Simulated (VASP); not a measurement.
Wanted: the native input for a VASP 6.6.1 run.

| Quantity | Value |
| --- | --- |
| Task | single point |
| Functional | PBE |
| Potentials or basis | VASP PAW PBE potentials, release 64 (K_sv, Au) |
| Cutoff | 520 eV |
| k mesh | 6 × 6 × 2 |
| Occupations | gaussian, width 0.1 eV |
| Spin | no spin polarisation |
| Dipole correction | no |
| Further INCAR settings | ALGO = Normal; EDIFF = 1e-07; NBANDS = 22 |

The structure of K2Au lies in POSCAR:

```
K2Au
1.0
    4.7329999000      0.0000000000      0.0000000000
   -2.3665000000      4.0988982000      0.0000000000
    0.0000000000      0.0000000000      8.0583791000
K Au
2 1
Direct
    0.3333333000      0.6666667000      0.2406990000
    0.6666667000      0.3333333000      0.7593010000
    0.0000000000      0.0000000000      0.0000000000
```

The cell was generated, and may not be a known phase.

One way to write it, as run:

INCAR

```
SYSTEM = K2Au
PREC = Accurate
ENCUT = 520
EDIFF = 1E-7
ISMEAR = 0
SIGMA = 0.1
LREAL = .False.
LASPH = .True.
NELM = 80
ALGO = Normal
ISIF = 2
LWAVE = .False.
LCHARG = .False.
GGA = PE
NBANDS = 22
```

KPOINTS

```
Automatic mesh
0
Gamma
  6 6 2
  0 0 0
```

Potentials or basis: VASP PAW PBE potentials, release 64 (K_sv, Au).

Launch:

```bash
$ cat potpaw_PBE.64/K_sv/POTCAR potpaw_PBE.64/Au/POTCAR > POTCAR
$ mpirun -np 1 vasp_std > vasp.out
```

It gave:

The pressure is 0.0 GPa and the band gap on the k mesh is zero (an odd number of electrons rules out a gap without spin polarisation).

Caveat: the k points lie up to 0.39 Å⁻¹ apart, too coarse for converged energies and pressures of a metal; spin-orbit coupling is left out, which moves the levels of the heavy elements.

Wall time 77 s on 1 thread of Oxide Virtual Turin-like Processor, with other jobs on the host, peak memory 0.24 GiB.
